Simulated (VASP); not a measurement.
# BeTe (P6_3/mmc) in VASP: a series of runs, part 2 of 2

VASP 6.6.1.

**3. Relaxation of cell and atoms, PBE**

This run uses another cell than the first one, of 16.89 Å³/atom, 0.590 times its volume.

INCAR reads:

```
PREC = Accurate ; ENCUT = 600
EDIFF = 1E-6 ; ISMEAR = -1
SIGMA = 0.02 ; LREAL = False
LASPH = True ; NELM = 100
ALGO = Normal ; ISIF = 3
LWAVE = False ; LCHARG = False
GGA = PE ; IBRION = 2
NSW = 80 ; EDIFFG = -0.005
```

KPOINTS reads:

```
regular mesh
0
Gamma
  6 6 6
```

POSCAR reads:

```
BeTe
1.0
    3.9668067241      0.0000000000      0.0000000000
   -1.9834033621      3.4353553950      0.0000000000
    0.0000000000      0.0000000000      4.9582449000
Be Te
2 2
Direct
    0.3333333333      0.6666666667      0.2500000000
    0.6666666667      0.3333333333      0.7500000000
    0.6666666667      0.3333333333      0.2500000000
    0.3333333333      0.6666666667      0.7500000000
```

Potentials or basis: VASP PAW PBE potentials, release 64 (Be, Te).

Command:

```sh
> cat potpaw_PBE.64/Be/POTCAR potpaw_PBE.64/Te/POTCAR > POTCAR
> mpirun -np 1 vasp_std > vasp.out
```

OUTCAR:

```text
PREC = Accurate
   ENCUT = 600
   EDIFF = 1E-6
   ISMEAR = -1
   LREAL = False
   LASPH = True
   NELM = 100
   ISIF = 3
   GGA = PE
   IBRION = 2
   NSW = 80
   EDIFFG = -0.005

 ion  position               nearest neighbor table
   1  0.333  0.667  0.250-   3 2.29   3 2.29   3 2.29   4 2.48   4 2.48
   2  0.667  0.333  0.750-   4 2.29   4 2.29   4 2.29   3 2.48   3 2.48
   3  0.667  0.333  0.250-   1 2.29   1 2.29   1 2.29   2 2.48   2 2.48   4 3.38   4 3.38   4 3.38
                             4 3.38   4 3.38   4 3.38
   4  0.333  0.667  0.750-   2 2.29   2 2.29   2 2.29   1 2.48   1 2.48   3 3.38   3 3.38   3 3.38
                             3 3.38   3 3.38   3 3.38

  LATTYP: Found a hexagonal cell.
 ALAT       =     3.9668067241
 C/A-ratio  =     1.2499335725

  Lattice vectors:

 A1 = (   3.9668067241,   0.0000000000,   0.0000000000)
 A2 = (  -1.9834033621,   3.4353553950,   0.0000000000)
[... 1022 lines left out ...]
      5       2.2797      2.00000
      6       2.2797      2.00000
      7       3.2384      2.00000
      8       3.2384      2.00000
      9       7.2070      0.00000
     10       7.2070      0.00000
     11       8.1201      0.00000
     12       8.1201      0.00000

 [... further k-points ...]

[... ionic steps 4 to 9 ...]

--------------------------------------- Ionic step       10  -------------------------------------------

 number of electron      15.9999993 magnetization

------------------------ aborting loop because EDIFF is reached ----------------------------------------
[... 71 lines left out ...]
--------------------------------------- Ionic step       12  -------------------------------------------

 number of electron      15.9999989 magnetization

 Free energy of the ion-electron system (eV)
  ---------------------------------------------------
  ext. energy  EPLUGINS =         0.00000000
  ---------------------------------------------------
  free energy    TOTEN  =       -14.27935371 eV

  energy without entropy =      -14.27935371  energy(sigma->0) =      -14.27935371

 E-fermi :   2.3561     XC(G=0):  -7.6624

 val. band max:        1.9099034837   @ k =   0.3333   0.1667   0.0000
 cond. band min:       4.6160311951   @ k =   0.5000   0.0000   0.3333
 fundamental gap:      2.7061277114
 Fermi energy:         2.3560618095
[... 391 lines left out ...]
  FREE ENERGIE OF THE ION-ELECTRON SYSTEM (eV)
  ---------------------------------------------------
  free  energy   TOTEN  =       -14.2793537125 eV

  energy  without entropy=      -14.2793537124  energy(sigma->0) =      -14.27935371

 reached required accuracy - stopping structural energy minimisation
```

OSZICAR:

```text
N       E                     dE             d eps       ncg     rms          rms(c)
DAV:   1     0.668098883789E+02    0.66810E+02   -0.67791E+03   672   0.124E+03
DAV:   2    -0.727870043962E+01   -0.74089E+02   -0.69371E+02   836   0.184E+02
DAV:   3    -0.121141067555E+02   -0.48354E+01   -0.45941E+01   912   0.543E+01
[... 126 lines left out ...]
DAV:   4    -0.142793934267E+02    0.14672E-03   -0.45858E-04   772   0.147E-01    0.433E-02
DAV:   5    -0.142793429790E+02    0.50448E-04   -0.24842E-04   756   0.851E-02    0.123E-02
DAV:   6    -0.142793489439E+02   -0.59648E-05   -0.12070E-05   796   0.215E-02    0.900E-03
DAV:   7    -0.142793535899E+02   -0.46461E-05   -0.58691E-06   752   0.157E-02    0.267E-03
DAV:   8    -0.142793537125E+02   -0.12255E-06   -0.70054E-07   488   0.544E-03
  12 F= -.14279354E+02 E0= -.14279354E+02  d E =-.421501E-02
```

Run time: 3.4 min. Hardware: 1 thread of Intel Xeon Platinum 8259CL at 2.50GHz (Skylake/Cascade Lake), shared host; peak memory 0.21 GiB.

What came out:

| Item | Value |
| --- | --- |
| Free energy | -14.2794 eV |
| Relaxed volume | 30.15 Å³/atom |
| Relaxed cell | a = 4.039 Å, b = 4.039 Å, c = 8.535 Å, α = 90.00°, β = 90.00°, γ = 120.00° |
| Space group after relaxing (to 0.05 Å) | P6_3/mmc (No. 194) |
| Energy gained by relaxing | 620.2 meV/atom |
| Ionic steps | 12 |
| Pressure after relaxing | 0.0 GPa |
| Band gap on the k mesh | 2.71 eV, indirect (least direct gap 2.82 eV) |

The path:
```tsv
step	energy change (eV)	largest force (eV/Å)	pressure (GPa)	volume (Å³)
1	0.0000	0.0000	29.91	67.57
2	-1.8201	0.0000	-5.08	103.11
3	-1.9630	0.0000	-0.53	92.43
4	-1.9638	0.0000	-1.15	93.56
5	-2.1163	0.0000	-0.27	92.65
6	-2.2412	0.0000	3.93	90.14
7	-2.3256	0.0000	2.78	93.96
8	-2.4365	0.0000	1.28	103.42
9	-2.4751	0.0000	0.64	122.15
10	-2.4764	0.0000	0.65	119.99
11	-2.4739	0.0000	-0.82	121.39
12	-2.4806	0.0000	-0.01	120.61
```

Final structure:
```
CELL_PARAMETERS angstrom
4.03939 0.00000 0.00000
-2.01970 3.49822 0.00000
0.00000 0.00000 8.53512
ATOMIC_POSITIONS crystal
Be 0.33333 0.66667 0.25000
Be 0.66667 0.33333 0.75000
Te 0.66667 0.33333 0.25000
Te 0.33333 0.66667 0.75000
```

Caveat: the volume moved by over 15 % at a fixed basis, so the end points are rough; spin-orbit coupling is left out, which moves the levels of the heavy elements. A k mesh can miss the band edges.

**4. Single point, PBE**

INCAR reads:

```
SYSTEM = BeTe
ALGO = Normal ; EDIFF = 1E-7
ENCUT = 520 ; GGA = PE
ISIF = 2 ; ISMEAR = -1
LASPH = .True. ; LCHARG = .False.
LREAL = .False. ; LWAVE = .False.
NBANDS = 16 ; NELM = 60
PREC = Accurate ; SIGMA = 0.02
```

KPOINTS reads:

```
k-points
0
Gamma
  12 12 4
  0 0 0
```

POSCAR reads:

```
BeTe
1.0
    4.0308527429      0.0000000000      0.0000000000
   -2.0154263714      3.4908208742      0.0000000000
    0.0000000000      0.0000000000      8.1440445297
Be Te
2 2
Direct
    0.3333333333      0.6666666667      0.2500000000
    0.6666666667      0.3333333333      0.7500000000
    0.6666666667      0.3333333333      0.2500000000
    0.3333333333      0.6666666667      0.7500000000
```

Command:

```sh
> cat potpaw_PBE.64/Be/POTCAR potpaw_PBE.64/Te/POTCAR > POTCAR
> mpirun -np 1 vasp_std > vasp.out
```

Wall time 100 s (1 thread of Intel Xeon Platinum 8259CL at 2.50GHz (Skylake/Cascade Lake), shared host); peak memory 0.28 GiB.

It converged, with:

```yaml
Free_energy: -14.2846 eV
Pressure: 0.4 GPa
Band_gap_on_the_k_mesh: 2.59 eV, indirect (least direct gap 2.77 eV)
```

Stress tensor (GPa, compression positive):
```
0.52 0.00 0.00
0.00 0.52 0.00
0.00 0.00 0.25
```

Levels at points of the mesh, in eV from the valence-band top:
| k point | band 6 | band 7 | band 8 | band 9 | band 10 | band 11 |
| --- | --- | --- | --- | --- | --- | --- |
| (0.00, 0.00, 0.00) | -0.72 | -0.55 | -0.55 | 3.49 | 3.55 | 4.52 |
| (0.50, 0.00, 0.00) | -1.89 | -1.19 | -0.13 | 2.75 | 3.00 | 3.50 |
| (0.00, 0.00, 0.50) | -0.64 | -0.64 | -0.64 | 3.75 | 3.75 | 4.68 |
| (0.50, 0.00, 0.50) | -2.01 | -0.52 | -0.52 | 2.79 | 2.79 | 3.26 |

Caveat: spin-orbit coupling is left out, which moves the levels of the heavy elements. A hybrid or GW would open this gap; PBE tends to underestimate it.

**5. Summary**

| task | level | cell | k mesh | cutoff (eV) | gap on the mesh (eV) | pressure (GPa) |
| --- | --- | --- | --- | --- | --- | --- |
| single point | r2SCAN | a = 4.031, b = 4.031, c = 8.144 Å, angles 90.0, 90.0, 120.0°, 4 atoms | 6 × 6 × 4 | 520 | 3.06 | 0.1 |
| relaxation of cell and atoms | PBE | relaxed from a = 3.967, b = 3.967, c = 4.958 Å, angles 90.0, 90.0, 120.0°, 4 atoms | 6 × 6 × 6 | 600 | 2.71 | 0.0 |
| single point | PBE | a = 4.031, b = 4.031, c = 8.144 Å, angles 90.0, 90.0, 120.0°, 4 atoms | 12 × 12 × 4 | 520 | 2.59 | 0.4 |

Alike in all rows: potentials or basis VASP PAW PBE potentials, release 64 (Be, Te); no spin polarisation; smearing fermi-dirac 0.02 eV.

Caveats: spin-orbit coupling is left out, which moves the levels of the heavy elements; the PAW data sets were made with another functional, which shifts forces and pressure a little (some runs); the volume moved by over 15 % at a fixed basis, so the end points are rough (some runs).

Absolute energies hang on the potentials; compare differences alone.
